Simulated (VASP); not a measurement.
# TiTe2 (P-1) in VASP: single point with PBE

Aim: the single point of TiTe2 with PBE.

Everything below comes from runs of VASP 6.6.1. Logs are shortened: lines on timing, memory, paths and dates and some standing lists are left out, and cuts for length are marked.

## (1) The cell of the first run

The typed cell holds 3 atoms: a = 3.757 Å, b = 3.725 Å, c = 7.059 Å, α = 90.00°, β = 90.00°, γ = 119.14°.

## (2) Single point, PBE

INCAR reads:

```
SYSTEM = TiTe2
ALGO = Normal
EDIFF = 1E-6
ENCUT = 520
GGA = PE
ISIF = 2
ISMEAR = 0
LASPH = .TRUE.
LCHARG = .FALSE.
LREAL = .FALSE.
LWAVE = .FALSE.
NBANDS = 19
NELM = 80
PREC = Accurate
SIGMA = 0.05
```

KPOINTS reads:

```
k-points
0
G
  10 10 6
  0 0 0
```

POSCAR reads:

```
TiTe2
1.0
    3.7571113946      0.0375711139      0.0000000000
   -1.8460181582      3.2349683556      0.0000000000
    0.0000000000      0.0000000000      7.0588037334
Ti Te
1 2
Direct
    0.0000000000      0.0000000000      0.0000000000
    0.3333333333      0.6666666667      0.2465654568
    0.6666666667      0.3333333333      0.7534345432
```

Potentials or basis: VASP PAW PBE potentials, release 64 (Ti_sv, Te).

On the command line:

```sh
$ cat potpaw_PBE.64/Ti_sv/POTCAR potpaw_PBE.64/Te/POTCAR > POTCAR
$ mpirun -np 1 vasp_std > vasp.out
```

OUTCAR:

```text
SYSTEM = TiTe2
   EDIFF = 1E-6
   ENCUT = 520
   GGA = PE
   ISIF = 2
   ISMEAR = 0
   LASPH = .TRUE.
   LREAL = .FALSE.
   NELM = 80
   PREC = Accurate

 ion  position               nearest neighbor table
   1  0.000  0.000  0.000-   2 2.77   3 2.77   2 2.78   3 2.78   3 2.80   2 2.80
   2  0.333  0.667  0.247-   1 2.77   1 2.78   1 2.80
   3  0.667  0.333  0.753-   1 2.77   1 2.78   1 2.80

  Warning from LATTYP: Monoclinic adjustment (A1->A3, A2->A1, A3->A2)!
  LATTYP: Found a simple monoclinic cell.
 ALAT       =     3.7246212294
 B/A-ratio  =     1.8951735757
 C/A-ratio  =     1.0087735139
 COS(beta)  =    -0.4869160342

  Lattice vectors:

 A1 = (  -1.8460181582,   3.2349683556,   0.0000000000)
 A2 = (   0.0000000000,   0.0000000000,   7.0588037334)
 A3 = (   3.7571113946,   0.0375711139,   0.0000000000)

Analysis of symmetry for initial positions (statically):
=====================================================================
 Subroutine PRICEL returns:
 Original cell was already a primitive cell.

 Routine SETGRP: Setting up the symmetry group for a
 simple monoclinic supercell.

 Subroutine GETGRP returns: Found  2 space group operations
 (whereof  2 operations were pure point group operations)
 out of a pool of  4 trial point group operations.

The static configuration has the point symmetry S_2 .

Analysis of symmetry for dynamics (positions and initial velocities):
=====================================================================
 Subroutine PRICEL returns:
 Original cell was already a primitive cell.

 Routine SETGRP: Setting up the symmetry group for a
 simple monoclinic supercell.

 Subroutine GETGRP returns: Found  2 space group operations
 (whereof  2 operations were pure point group operations)
 out of a pool of  4 trial point group operations.

The dynamic configuration has the point symmetry S_2 .

 Subroutine INISYM returns: Found  2 space group operations
 (whereof  2 operations are pure point group operations),
 and found     1 'primitive' translations

----------------------------------------------------------------------------------------

                                     Primitive cell

  volume of cell :      86.2832

  direct lattice vectors                    reciprocal lattice vectors
     3.757111395  0.037571114  0.000000000     0.264651703  0.151022142  0.000000000
    -1.846018158  3.234968356  0.000000000    -0.003073681  0.307368055  0.000000000
     0.000000000  0.000000000  7.058803733     0.000000000  0.000000000  0.141667064

  length of vectors
     3.757299245  3.724621229  7.058803733     0.304710045  0.307383423  0.141667064

  position of ions in fractional coordinates (direct lattice)
     0.000000000  0.000000000  0.000000000
     0.333333333  0.666666667  0.246565457
     0.666666667  0.333333333  0.753434543

  ion indices of the primitive-cell ions
   primitive index   ion index
                 1           1
                 2           2
                 3           3

----------------------------------------------------------------------------------------

 KPOINTS: k-points

Automatic generation of k-mesh.
 Grid dimensions read from file:
 generate k-points for:   10   10    6

 Generating k-lattice:

  Cartesian coordinates                     Fractional coordinates (reciprocal lattice)
     0.026465170  0.015102214  0.000000000     0.100000000 -0.000000000  0.000000000
    -0.000307368  0.030736805  0.000000000     0.000000000  0.100000000  0.000000000
     0.000000000  0.000000000  0.023611177     0.000000000  0.000000000  0.166666667

  Length of vectors
     0.030471004  0.030738342  0.023611177

  Shift w.r.t. Gamma in fractional coordinates (k-lattice)
     0.000000000  0.000000000  0.000000000

 Subroutine IBZKPT returns following result:
 ===========================================

 Found    304 irreducible k-points:

 Following reciprocal coordinates:
            Coordinates               Weight
  0.000000  0.000000  0.000000      1.000000
  0.100000  0.000000  0.000000      2.000000
  0.200000  0.000000  0.000000      2.000000
  0.300000  0.000000  0.000000      2.000000
  0.400000  0.000000  0.000000      2.000000
  0.500000  0.000000  0.000000      1.000000
[... 16 lines left out ...]
 -0.400000  0.200000  0.000000      2.000000
 -0.300000  0.200000  0.000000      2.000000
 [... further k-points ...]
   k-points           NKPTS =    304   k-points in BZ     NKDIM =    304   number of bands    NBANDS=     19
   number of dos      NEDOS =    301   number of ions     NIONS =      3
   total plane-waves  NPLWV =  42336
   dimension x,y,z NGX =    28 NGY =   28 NGZ =   54
   dimension x,y,z NGXF=    56 NGYF=   56 NGZF=  108
   ions per type =               1   2
   NGX,Y,Z   is equivalent  to a cutoff of  12.39, 12.50, 12.72 a.u.
   NGXF,Y,Z  is equivalent  to a cutoff of  24.78, 25.00, 25.44 a.u.
 SYSTEM =  TiTe2
   PREC   = accura    normal or accurate (medium, high low for compatibility)
   ISTART =      0    job   : 0-new  1-cont  2-samecut
   ICHARG =      2    charge: 1-file 2-atom 10-const
   ISPIN  =      1    spin polarized calculation?
   LNONCOLLINEAR =      F non collinear calculations
   LSORBIT =      F    spin-orbit coupling
   LASPH  =      T    aspherical Exc in radial PAW
   ENCUT  =  520.0 eV  38.22 Ry    6.18 a.u.   6.99  6.93 13.12*2*pi/ulx,y,z
   NELM   =     80;   NELMIN=  2; NELMDL= -5     # of ELM steps
   EDIFF  = 0.1E-05   stopping-criterion for ELM
   LREAL  =      F    real-space projection
   EDIFFG = 0.1E-04   stopping-criterion for IOM
   NSW    =      0    number of steps for IOM
   IBRION =     -1    ionic relax: 0-MD 1-quasi-New 2-CG
   NFREE  =      0    steps in history (QN), initial steepest desc. (CG)
   ISIF   =      2    stress and relaxation
   ISYM   =      2    0-nonsym 1-usesym 2-fastsym
   POTIM  = 0.5000    time-step for ionic-motion
   TEBEG  =    0.0;   TEEND  =   0.0 temperature during run
   PSTRESS=    0.0 pullay stress
   NELECT =      24.0000    total number of electrons
   NUPDOWN=      -1.0000    fix difference up-down
   EMIN   =  10.00;   EMAX   =-10.00  energy-range for DOS
   EFERMI =   0.00;   METHOD = LEGACY
   ISMEAR =     0;   SIGMA  =   0.05  broadening in eV -4-tet -1-fermi 0-gaus
   EFERMI_NEDOS =   21; number of points for ismear=-14 and -15
   IALGO  =     38    algorithm
   IMIX   =      4    mixing-type and parameters
     AMIX     =   0.40;   BMIX     =  1.00
     AMIX_MAG =   1.60;   BMIX_MAG =  1.00
  volume/ion in A,a.u.               =      28.76       194.09
  Fermi-wavevector in a.u.,A,eV,Ry     =   1.068652  2.019460 15.538095  1.142018
  Thomas-Fermi vector in A             =   2.204307
   LORBIT       =      0    0 simple, 1 ext, 2 COOP (PROOUT), +10 PAW based schemes
   GGA     = PE    functional components
   LHFCALC =     F    Hartree Fock is set to
   AEXX    =    0.0000 exact exchange contribution
   IVDW    =     0    specifies the selected vdW correction
   LEPSILON=     F    determine dielectric tensor
   LRPA    =     F    only Hartree local field effects (RPA)
 non-spin polarized calculation
 Gauss-broadening in eV      SIGMA  =   0.05
  energy-cutoff  :      520.00
  volume of cell :       86.28
 maximum number of plane-waves:      2341
   NGX = 13   NGY = 13   NGZ = 27

 number of electron      23.9999996 magnetization

 Free energy of the ion-electron system (eV)
  ---------------------------------------------------
  ext. energy  EPLUGINS =         0.00000000
  ---------------------------------------------------
  free energy    TOTEN  =       -16.21771628 eV

  energy without entropy =      -16.21599564  energy(sigma->0) =      -16.21685596

 E-fermi :   5.9493     XC(G=0):  -9.4422

 val. band max:        5.9405361711   @ k =  -0.4000   0.4000   0.3333
 cond. band min:       5.9493597570   @ k =   0.3000  -0.3000   0.1667
 fundamental gap:      0.0088235859
 Fermi energy:         5.9492796667

 k-point     1 :       0.0000    0.0000    0.0000
  band No.  band energies     occupation
      1     -51.5458      2.00000
      2     -27.8053      2.00000
      3     -27.7907      2.00000
      4     -27.7537      2.00000
      5      -6.1855      2.00000
      6      -5.0957      2.00000
[... 11 lines left out ...]
     18      11.3331      0.00000
     19      11.4191      0.00000

 k-point     2 :       0.1000    0.0000    0.0000
  band No.  band energies     occupation
      1     -51.5455      2.00000
      2     -27.8090      2.00000
      3     -27.7915      2.00000
      4     -27.7531      2.00000
      5      -6.0779      2.00000
      6      -5.0309      2.00000
[... 11 lines left out ...]
     18      11.7603      0.00000
     19      12.1247      0.00000

 k-point     3 :       0.2000    0.0000    0.0000
  band No.  band energies     occupation
      1     -51.5448      2.00000
      2     -27.8188      2.00000
      3     -27.7938      2.00000
      4     -27.7513      2.00000
      5      -5.7701      2.00000
      6      -4.8531      2.00000
[... 11 lines left out ...]
     18      12.2178      0.00000
     19      12.2719      0.00000

 k-point     4 :       0.3000    0.0000    0.0000
  band No.  band energies     occupation
      1     -51.5438      2.00000
      2     -27.8312      2.00000
      3     -27.7965      2.00000
      4     -27.7489      2.00000
      5      -5.3149      2.00000
      6      -4.6190      2.00000
[... 407 lines left out ...]
     18      10.8373      0.00000
     19      12.9112      0.00000

 k-point    23 :      -0.4000    0.2000    0.0000
  band No.  band energies     occupation
      1     -51.5433      2.00000
      2     -27.8307      2.00000
      3     -27.8061      2.00000
      4     -27.7473      2.00000
      5      -5.0463      2.00000
      6      -4.4774      2.00000
[... 11 lines left out ...]
     18      11.5735      0.00000
     19      12.7406      0.00000

 k-point    24 :      -0.3000    0.2000    0.0000
  band No.  band energies     occupation
      1     -51.5440      2.00000
      2     -27.8212      2.00000
      3     -27.8033      2.00000
      4     -27.7493      2.00000
      5      -5.4599      2.00000
      6      -4.6782      2.00000
[... 11 lines left out ...]
     18      12.3083      0.00000
     19      12.5368      0.00000

 [... further k-points ...]

------------------------ aborting loop because EDIFF is reached ----------------------------------------

  FORCE on cell =-STRESS in cart. coord.  units (eV):
  Direction    XX          YY          ZZ          XY          YZ          ZX
  --------------------------------------------------------------------------------------
  -------------------------------------------------------------------------------------
  Total       -0.0007852      0.0082163      0.0076570     -0.3506072     -0.0035483      0.1523273
  in kB       -0.0145809      0.1525661      0.1421822     -6.5103596     -0.0658869      2.8285363
  external PRESSURE =       0.0933891 kB  Pullay stress =       0.0000000 kB

 VOLUME and BASIS-vectors are now :
 -----------------------------------------------------------------------------
  energy-cutoff  :      520.00
  volume of cell :       86.28
      direct lattice vectors                 reciprocal lattice vectors
     3.757111395  0.037571114  0.000000000     0.264651703  0.151022142  0.000000000
    -1.846018158  3.234968356  0.000000000    -0.003073681  0.307368055  0.000000000
     0.000000000  0.000000000  7.058803733     0.000000000  0.000000000  0.141667064

 POSITION                                       TOTAL-FORCE (eV/Angst)
 -----------------------------------------------------------------------------------
      0.00000      0.00000      0.00000         0.000000      0.000000      0.000000
      0.02169      2.16917      1.74046         0.038895     -0.001201      0.010438
      1.88940      1.10337      5.31835        -0.038895      0.001201     -0.010438
 -----------------------------------------------------------------------------------
    total drift:                               -0.000000      0.000000     -0.000000

  FREE ENERGIE OF THE ION-ELECTRON SYSTEM (eV)
  ---------------------------------------------------
  free  energy   TOTEN  =       -16.2177162771 eV

  energy  without entropy=      -16.2159956384  energy(sigma->0) =      -16.21685596
```

It took 3.6 min on 1 thread of Intel Xeon 6975P-C (Granite Rapids), shared host; peak memory 0.57 GiB.

Results:

```
Free energy            : -16.2177 eV
Pressure               : 0.0 GPa
Largest force          : 0.040 eV/Å
Band gap on the k mesh : zero (bands 12 and 13 overlap by 0.71 eV)
```

Forces in eV/Å, atoms in the order of the input:
```
Ti   0.000  0.000  0.000
Te   0.039 -0.001  0.010
Te  -0.039  0.001 -0.010
```

Levels at points of the mesh, in eV from the Fermi level:
| k point | band 8 | band 9 | band 10 | band 11 | band 12 | band 13 | band 14 | band 15 | band 16 | band 17 |
| --- | --- | --- | --- | --- | --- | --- | --- | --- | --- | --- |
| (0.00, 0.00, 0.00) | -1.55 | -1.44 | -0.19 | 0.31 | 0.40 | 0.46 | 1.10 | 1.24 | 3.19 | 3.29 |
| (0.50, 0.00, 0.00) | -3.82 | -2.35 | -2.31 | -1.63 | -0.66 | -0.01 | 1.18 | 1.50 | 2.49 | 3.22 |
| (0.00, 0.50, 0.00) | -3.81 | -2.30 | -2.30 | -1.71 | -0.79 | -0.01 | 1.18 | 1.53 | 2.52 | 3.18 |
| (0.50, 0.50, 0.00) | -3.80 | -2.29 | -2.25 | -1.78 | -0.92 | -0.02 | 1.20 | 1.54 | 2.56 | 3.13 |
| (0.00, 0.00, 0.50) | -2.36 | -1.52 | -1.42 | 0.39 | 0.46 | 0.84 | 0.97 | 1.12 | 3.38 | 3.47 |
| (0.50, 0.00, 0.50) | -4.23 | -2.37 | -1.73 | -1.32 | -0.44 | -0.25 | 1.18 | 1.50 | 2.87 | 3.30 |
| (0.00, 0.50, 0.50) | -4.22 | -2.36 | -1.81 | -1.29 | -0.57 | -0.24 | 1.18 | 1.52 | 2.81 | 3.35 |
| (0.50, 0.50, 0.50) | -4.20 | -2.36 | -1.90 | -1.27 | -0.70 | -0.22 | 1.20 | 1.53 | 2.77 | 3.40 |

Caveat: spin-orbit coupling is left out, which moves the levels of the heavy elements.
